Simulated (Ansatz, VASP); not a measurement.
## One calculation of C, two programs

```
CELL_PARAMETERS angstrom
0.04323 1.77579 1.84061
1.79020 0.02182 1.86202
1.80082 1.80782 0.01120
ATOMIC_POSITIONS crystal
C 0.98765 0.01583 0.00097
C 0.24297 0.23111 0.27368
```

Alike in both runs: task single point; functional PBE; k mesh 6 × 6 × 6; no spin polarisation.

```csv
,VASP,Ansatz
version,VASP 6.6.1,Ansatz 0.2.0
potentials or method,"VASP PAW PBE potentials, release 64 (C), cutoff 520 eV","plane waves, PAW"
occupations,"gaussian, width 0.01 eV",fixed
valence electrons in the cell,8,8
```

VASP gave:

```
pressure (GPa)                                                : -7.1
traceless stress, the component that is largest in VASP (GPa) : -23.77
rms of the force components (eV/Å)                            : 1.398
```

Problem. Estimate Ansatz's values.

Solution. Pressure (GPa): -7.7; traceless stress, the component that is largest in VASP (GPa): -23.79; rms of the force components (eV/Å): 1.393.

Atom by atom the forces differ by 0.006 eV/Å (rms over components). Ansatz's warnings: stress scf threshold loose.

The k mesh is coarse, so the values compare programs but aren't converged.
